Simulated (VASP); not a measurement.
# CaO in VASP: a series of runs, part 2 of 2

VASP 6.6.1. Earlier steps stand in the parts before.

### Step 4. Single point, PBE (uniaxial x strain -3.0%)

The input, INCAR:

```
PREC = Accurate
ENCUT = 520
EDIFF = 1E-6
ISMEAR = 0
SIGMA = 0.01
LREAL = F
LASPH = T
NELM = 100
ALGO = Normal
ISIF = 2
LWAVE = F
LCHARG = F
GGA = PE
NBANDS = 15
```

The input, KPOINTS:

```
regular mesh
0
Gamma
  6 6 6
```

The input, POSCAR:

```
CaO
1.0
    0.0000000000      2.3975501265      2.3975501265
    2.3256236227      0.0000000000      2.3975501265
    2.3256236227      2.3975501265      0.0000000000
Ca O
1 1
Direct
    0.0000000000      0.0000000000      0.0000000000
    0.5000000000      0.5000000000      0.5000000000
```

Potentials or basis: VASP PAW PBE potentials, release 64 (Ca_sv, O).

On the command line:

```bash
$ cat potpaw_PBE.64/Ca_sv/POTCAR potpaw_PBE.64/O/POTCAR > POTCAR
$ mpirun -np 1 vasp_std > vasp.out
```

OUTCAR:

```text
PREC = Accurate
   ENCUT = 520
   EDIFF = 1E-6
   ISMEAR = 0
   LREAL = F
   LASPH = T
   NELM = 100
   ISIF = 2
   GGA = PE

 ion  position               nearest neighbor table
   1  0.000  0.000  0.000-   2 2.33   2 2.33   2 2.40   2 2.40   2 2.40   2 2.40
   2  0.500  0.500  0.500-   1 2.33   1 2.33   1 2.40   1 2.40   1 2.40   1 2.40

  LATTYP: Found a body centered tetragonal cell.
 ALAT       =     3.3906479054
 C/A-ratio  =     1.3717871555

  Lattice vectors:

 A1 = (  -2.3256236227,   0.0000000000,  -2.3975501265)
[... 610 lines left out ...]
     10       9.3729      0.00000
     11      11.3764      0.00000
     12      11.8111      0.00000
     13      13.0781      0.00000
     14      15.7986      0.00000
     15      16.8066      0.00000

 [... further k-points ...]
[... 5 lines left out ...]
  --------------------------------------------------------------------------------------
  -------------------------------------------------------------------------------------
  Total        1.9199837      0.8439707      0.8439707      0.0000000      0.0000000      0.0000000
  in kB      115.0544176     50.5746806     50.5746806      0.0000000      0.0000000      0.0000000
  external PRESSURE =      72.0679263 kB  Pullay stress =       0.0000000 kB

 VOLUME and BASIS-vectors are now :
 -----------------------------------------------------------------------------
  energy-cutoff  :      520.00
  volume of cell :       26.74
      direct lattice vectors                 reciprocal lattice vectors
     0.000000000  2.397550127  2.397550127    -0.214996096  0.208546213  0.208546213
     2.325623623  0.000000000  2.397550127     0.214996096 -0.208546213  0.208546213
     2.325623623  2.397550127  0.000000000     0.214996096  0.208546213 -0.208546213

 POSITION                                       TOTAL-FORCE (eV/Angst)
 -----------------------------------------------------------------------------------
      0.00000      0.00000      0.00000         0.000000      0.000000     -0.000000
      2.32562      2.39755      2.39755        -0.000000     -0.000000      0.000000
 -----------------------------------------------------------------------------------
    total drift:                                0.000000      0.000000      0.000000

  FREE ENERGIE OF THE ION-ELECTRON SYSTEM (eV)
  ---------------------------------------------------
  free  energy   TOTEN  =       -12.7603518516 eV

  energy  without entropy=      -12.7603518516  energy(sigma->0) =      -12.76035185
```

stdout:

```text
POSCAR found type information on POSCAR CaO
 POSCAR found :  2 types and       2 ions
 scaLAPACK will be used
 LDA part: xc-table for (Slater+PW92), standard interpolation
 POSCAR, INCAR and KPOINTS ok, starting setup
 FFT: planning ... GRIDC
 FFT: planning ... GRID_SOFT
 FFT: planning ... GRID
 WAVECAR not read
 entering main loop
```

Wall time 27 s (1 thread of Intel Xeon 8259CL, shared host); peak memory 0.16 GiB.

What came out:

* Free energy: -12.7604 eV
* Pressure: 7.2 GPa
* Band gap on the k mesh: 3.49 eV, indirect (least direct gap 3.95 eV)

Stress tensor (GPa, compression positive):
```
11.51  0.00  0.00
 0.00  5.06  0.00
 0.00  0.00  5.06
```

Levels at points of the mesh, in eV from the valence-band top:
| k point | band 5 | band 6 | band 7 | band 8 | band 9 | band 10 | band 11 | band 12 |
| --- | --- | --- | --- | --- | --- | --- | --- | --- |
| (0.00, 0.00, 0.00) | -15.67 | -0.09 | -0.09 | 0.00 | 4.92 | 6.19 | 6.19 | 6.40 |
| (0.50, 0.00, 0.00) | -14.29 | -2.79 | -1.35 | -1.35 | 7.16 | 8.49 | 8.52 | 8.73 |
| (0.50, 0.50, 0.00) | -15.44 | -1.41 | -0.44 | -0.35 | 3.60 | 8.22 | 9.09 | 9.61 |
| (0.00, 0.50, 0.50) | -15.43 | -1.21 | -0.48 | -0.48 | 3.49 | 8.30 | 9.05 | 9.74 |

Caveat: the cell differs from its parent crystal (uniaxial x strain -3.0%). A k mesh can miss the band edges.

### Step 5. Single point, PBE (uniaxial z strain -0.5%)

The input, INCAR:

```
PREC = Accurate
ENCUT = 520
EDIFF = 1E-7
ISMEAR = 0
SIGMA = 0.01
LREAL = F
LASPH = T
NELM = 80
ALGO = Normal
ISIF = 2
LWAVE = F
LCHARG = F
GGA = PE
NBANDS = 15
```

The input, KPOINTS:

```
Automatic mesh
0
Gamma
  6 6 6
```

The input, POSCAR:

```
CaO
1.0
    0.0000000000      2.3975501265      2.3855623759
    2.3975501265      0.0000000000      2.3855623759
    2.3975501265      2.3975501265      0.0000000000
Ca O
1 1
Direct
    0.0000000000      0.0000000000      0.0000000000
    0.5000000000      0.5000000000      0.5000000000
```

Potentials or basis: VASP PAW PBE potentials, release 64 (Ca_sv, O).

On the command line:

```bash
$ cat potpaw_PBE.64/Ca_sv/POTCAR potpaw_PBE.64/O/POTCAR > POTCAR
$ mpirun -np 1 vasp_std > vasp.out
```

OUTCAR:

```text
PREC = Accurate
   ENCUT = 520
   EDIFF = 1E-7
   ISMEAR = 0
   LREAL = F
   LASPH = T
   NELM = 80
   ISIF = 2
   GGA = PE

 ion  position               nearest neighbor table
   1  0.000  0.000  0.000-   2 2.39   2 2.39   2 2.40   2 2.40   2 2.40   2 2.40
   2  0.500  0.500  0.500-   1 2.39   1 2.39   1 2.40   1 2.40   1 2.40   1 2.40

  LATTYP: Found a body centered tetragonal cell.
 ALAT       =     3.3906479054
 C/A-ratio  =     1.4071424946

  Lattice vectors:

 A1 = (   0.0000000000,  -2.3975501265,  -2.3855623759)
 A2 = (   0.0000000000,   2.3975501265,  -2.3855623759)
 A3 = (   2.3975501265,   0.0000000000,   2.3855623759)

Analysis of symmetry for initial positions (statically):
=====================================================================
 Subroutine PRICEL returns:
 Original cell was already a primitive cell.

 Routine SETGRP: Setting up the symmetry group for a
 body centered tetragonal supercell.

 Subroutine GETGRP returns: Found 16 space group operations
 (whereof 16 operations were pure point group operations)
 out of a pool of 16 trial point group operations.

The static configuration has the point symmetry D_4h.

Analysis of symmetry for dynamics (positions and initial velocities):
=====================================================================
 Subroutine PRICEL returns:
 Original cell was already a primitive cell.

 Routine SETGRP: Setting up the symmetry group for a
 body centered tetragonal supercell.

 Subroutine GETGRP returns: Found 16 space group operations
 (whereof 16 operations were pure point group operations)
 out of a pool of 16 trial point group operations.

The dynamic configuration has the point symmetry D_4h.

 Subroutine INISYM returns: Found 16 space group operations
 (whereof 16 operations are pure point group operations),
 and found     1 'primitive' translations

----------------------------------------------------------------------------------------

                                     Primitive cell

  volume of cell :      27.4256

  direct lattice vectors                    reciprocal lattice vectors
     0.000000000  2.397550127  2.385562376    -0.208546213  0.208546213  0.209594184
     2.397550127  0.000000000  2.385562376     0.208546213 -0.208546213  0.209594184
     2.397550127  2.397550127  0.000000000     0.208546213  0.208546213 -0.209594184

  length of vectors
     3.382181908  3.382181908  3.390647905     0.361818695  0.361818695  0.361818695

  position of ions in fractional coordinates (direct lattice)
     0.000000000  0.000000000  0.000000000
     0.500000000  0.500000000  0.500000000

  ion indices of the primitive-cell ions
   primitive index   ion index
                 1           1
                 2           2

----------------------------------------------------------------------------------------

 KPOINTS: Automatic mesh

Automatic generation of k-mesh.
 Grid dimensions read from file:
 generate k-points for:    6    6    6

 Generating k-lattice:

  Cartesian coordinates                     Fractional coordinates (reciprocal lattice)
    -0.034757702  0.034757702  0.034932364     0.166666667  0.000000000  0.000000000
     0.034757702 -0.034757702  0.034932364     0.000000000  0.166666667  0.000000000
     0.034757702  0.034757702 -0.034932364    -0.000000000 -0.000000000  0.166666667

[... 40 lines left out ...]
   total plane-waves  NPLWV =  21952
   dimension x,y,z NGX =    28 NGY =   28 NGZ =   28
   dimension x,y,z NGXF=    56 NGYF=   56 NGZF=   56
   ions per type =               1   1
   NGX,Y,Z   is equivalent  to a cutoff of  13.76, 13.76, 13.73 a.u.
   NGXF,Y,Z  is equivalent  to a cutoff of  27.53, 27.53, 27.46 a.u.
 SYSTEM =  unknown system
   PREC   = accura    normal or accurate (medium, high low for compatibility)
   ISTART =      0    job   : 0-new  1-cont  2-samecut
   ICHARG =      2    charge: 1-file 2-atom 10-const
   ISPIN  =      1    spin polarized calculation?
   LNONCOLLINEAR =      F non collinear calculations
   LSORBIT =      F    spin-orbit coupling
   LASPH  =      T    aspherical Exc in radial PAW
   ENCUT  =  520.0 eV  38.22 Ry    6.18 a.u.   6.29  6.29  6.30*2*pi/ulx,y,z
   NELM   =     80;   NELMIN=  2; NELMDL= -5     # of ELM steps
   EDIFF  = 0.1E-06   stopping-criterion for ELM
   LREAL  =      F    real-space projection
   EDIFFG = 0.1E-05   stopping-criterion for IOM
   NSW    =      0    number of steps for IOM
   IBRION =     -1    ionic relax: 0-MD 1-quasi-New 2-CG
   NFREE  =      0    steps in history (QN), initial steepest desc. (CG)
   ISIF   =      2    stress and relaxation
   ISYM   =      2    0-nonsym 1-usesym 2-fastsym
   POTIM  = 0.5000    time-step for ionic-motion
   TEBEG  =    0.0;   TEEND  =   0.0 temperature during run
   PSTRESS=    0.0 pullay stress
   NELECT =      16.0000    total number of electrons
   NUPDOWN=      -1.0000    fix difference up-down
   EMIN   =  10.00;   EMAX   =-10.00  energy-range for DOS
   EFERMI =   0.00;   METHOD = LEGACY
   ISMEAR =     0;   SIGMA  =   0.01  broadening in eV -4-tet -1-fermi 0-gaus
   EFERMI_NEDOS =   21; number of points for ismear=-14 and -15
   IALGO  =     38    algorithm
   IMIX   =      4    mixing-type and parameters
     AMIX     =   0.40;   BMIX     =  1.00
     AMIX_MAG =   1.60;   BMIX_MAG =  1.00
  volume/ion in A,a.u.               =      13.71        92.54
  Fermi-wavevector in a.u.,A,eV,Ry     =   1.367927  2.585006 25.459534  1.871223
  Thomas-Fermi vector in A             =   2.493936
   LORBIT       =      0    0 simple, 1 ext, 2 COOP (PROOUT), +10 PAW based schemes
   GGA     = PE    functional components
   LHFCALC =     F    Hartree Fock is set to
   AEXX    =    0.0000 exact exchange contribution
   IVDW    =     0    specifies the selected vdW correction
   LEPSILON=     F    determine dielectric tensor
   LRPA    =     F    only Hartree local field effects (RPA)
 non-spin polarized calculation
 Gauss-broadening in eV      SIGMA  =   0.01
  energy-cutoff  :      520.00
  volume of cell :       27.43
 maximum number of plane-waves:       754
 NGX is ok and might be reduce to    28
   NGX = 13   NGY = 13   NGZ = 13

 number of electron      15.9999997 magnetization

 Free energy of the ion-electron system (eV)
  ---------------------------------------------------
  ext. energy  EPLUGINS =         0.00000000
  ---------------------------------------------------
  free energy    TOTEN  =       -12.79429534 eV

  energy without entropy =      -12.79429534  energy(sigma->0) =      -12.79429534

 E-fermi :   2.4806     XC(G=0): -10.5344

 val. band max:        2.4275805539   @ k =   0.0000   0.0000   0.0000
 cond. band min:       6.0397626093   @ k =   0.5000   0.5000   0.0000
 fundamental gap:      3.6121820555
 Fermi energy:         2.4805857354

 k-point     1 :       0.0000    0.0000    0.0000
  band No.  band energies     occupation
      1     -35.1687      2.00000
      2     -15.9248      2.00000
      3     -15.9248      2.00000
      4     -15.9213      2.00000
      5     -13.1370      2.00000
      6       2.4146      2.00000
      7       2.4146      2.00000
      8       2.4276      2.00000
      9       7.2298      0.00000
     10       8.6626      0.00000
     11       8.6626      0.00000
     12       8.6968      0.00000
     13      10.1756      0.00000
     14      10.2231      0.00000
[... 401 lines left out ...]
      2     -16.5923      2.00000
      3     -16.2497      2.00000
      4     -16.1139      2.00000
      5     -12.6136      2.00000
      6       0.9419      2.00000
      7       1.5667      2.00000
      8       1.8255      2.00000
      9       6.9210      0.00000
     10      10.6491      0.00000
     11      11.2624      0.00000
     12      11.6261      0.00000
     13      11.8225      0.00000
     14      14.1803      0.00000
     15      16.7908      0.00000

 [... further k-points ...]

------------------------ aborting loop because EDIFF is reached ----------------------------------------

  FORCE on cell =-STRESS in cart. coord.  units (eV):
  Direction    XX          YY          ZZ          XY          YZ          ZX
  --------------------------------------------------------------------------------------
  -------------------------------------------------------------------------------------
  Total        0.5811428      0.5811428      0.7328811      0.0000000      0.0000000      0.0000000
  in kB       33.9498031     33.9498031     42.8142106      0.0000000      0.0000000      0.0000000
  external PRESSURE =      36.9046056 kB  Pullay stress =       0.0000000 kB

 VOLUME and BASIS-vectors are now :
 -----------------------------------------------------------------------------
  energy-cutoff  :      520.00
  volume of cell :       27.43
      direct lattice vectors                 reciprocal lattice vectors
     0.000000000  2.397550127  2.385562376    -0.208546213  0.208546213  0.209594184
     2.397550127  0.000000000  2.385562376     0.208546213 -0.208546213  0.209594184
     2.397550127  2.397550127  0.000000000     0.208546213  0.208546213 -0.209594184

 POSITION                                       TOTAL-FORCE (eV/Angst)
 -----------------------------------------------------------------------------------
      0.00000      0.00000      0.00000        -0.000000      0.000000      0.000000
      2.39755      2.39755      2.38556         0.000000     -0.000000     -0.000000
 -----------------------------------------------------------------------------------
    total drift:                                0.000000      0.000000      0.000000

  FREE ENERGIE OF THE ION-ELECTRON SYSTEM (eV)
  ---------------------------------------------------
  free  energy   TOTEN  =       -12.7942953440 eV

  energy  without entropy=      -12.7942953440  energy(sigma->0) =      -12.79429534
```

Wall time 27 s (1 thread of Intel Xeon 8259CL, shared host); peak memory 0.16 GiB.

What came out:

```yaml
Free_energy: -12.7943 eV
Pressure: 3.7 GPa
Band_gap_on_the_k_mesh: 3.61 eV, indirect (least direct gap 4.00 eV)
```

Caveat: the cell differs from its parent crystal (uniaxial z strain -0.5%). A k mesh can miss the band edges.

### Step 6. Single point, PBE (strain along [111] -0.5%)

Changes to INCAR since step 5:

```diff
@@ -2,3 +2,3 @@
 ENCUT = 520
-EDIFF = 1E-7
+EDIFF = 1E-6
 ISMEAR = 0
```

The input, KPOINTS:

```
regular mesh
0
Gamma
  6 6 6
```

The input, POSCAR:

```
CaO
1.0
   -0.0079918338      2.3895582928      2.3895582928
    2.3895582928     -0.0079918338      2.3895582928
    2.3895582928      2.3895582928     -0.0079918338
Ca O
1 1
Direct
    0.0000000000      0.0000000000      0.0000000000
    0.5000000000      0.5000000000      0.5000000000
```

Potentials or basis: VASP PAW PBE potentials, release 64 (Ca_sv, O).

On the command line:

```bash
$ cat potpaw_PBE.64/Ca_sv/POTCAR potpaw_PBE.64/O/POTCAR > POTCAR
$ mpirun -np 1 vasp_std > vasp.out
```

Run time: 26 s. Hardware: 1 thread of Intel Xeon 8259CL, shared host; peak memory 0.16 GiB.

It converged, with:

* Free energy: -12.7943 eV
* Pressure: 3.7 GPa
* Band gap on the k mesh: 3.62 eV, indirect (least direct gap 3.99 eV)

Stress tensor (GPa, compression positive):
```
3.65 0.25 0.25
0.25 3.65 0.25
0.25 0.25 3.65
```

Levels at points of the mesh, in eV from the valence-band top:
| k point | band 6 | band 7 | band 8 | band 9 | band 10 | band 11 |
| --- | --- | --- | --- | --- | --- | --- |
| (0.00, 0.00, 0.00) | -0.02 | -0.02 | 0.00 | 4.80 | 6.23 | 6.23 |
| (0.50, 0.00, 0.00) | -2.68 | -1.24 | -1.22 | 7.09 | 8.38 | 8.43 |
| (0.50, 0.50, 0.00) | -1.31 | -0.39 | -0.38 | 3.62 | 8.12 | 8.95 |
| (0.50, 0.50, 0.50) | -2.68 | -1.26 | -1.26 | 7.11 | 8.43 | 8.43 |

Caveat: the cell differs from its parent crystal (strain along [111] -0.5%).

### Step 7. The runs side by side

```tsv
cell	gap on the mesh (eV)	pressure (GPa)
a = 3.391 Å, angles 60.0°, 2 atoms	3.63	3.1
a = 3.374 Å, angles 60.0°, 2 atoms	3.63	4.9
a = 3.391, b = 3.340, c = 3.340 Å, angles 61.0, 59.5, 59.5°, 2 atoms	3.49	7.2
a = 3.382, b = 3.382, c = 3.391 Å, angles 59.9, 59.9, 60.2°, 2 atoms	3.61	3.7
a = 3.379 Å, angles 60.2°, 2 atoms	3.62	3.7
```

Alike in all rows: task single point; level PBE; potentials or basis VASP PAW PBE potentials, release 64 (Ca_sv, O); no spin polarisation; k mesh 6 × 6 × 6; cutoff (eV) 520; smearing gaussian 0.01 eV.

Total energies depend on the potentials used, so only differences within one code and one set of settings carry meaning.
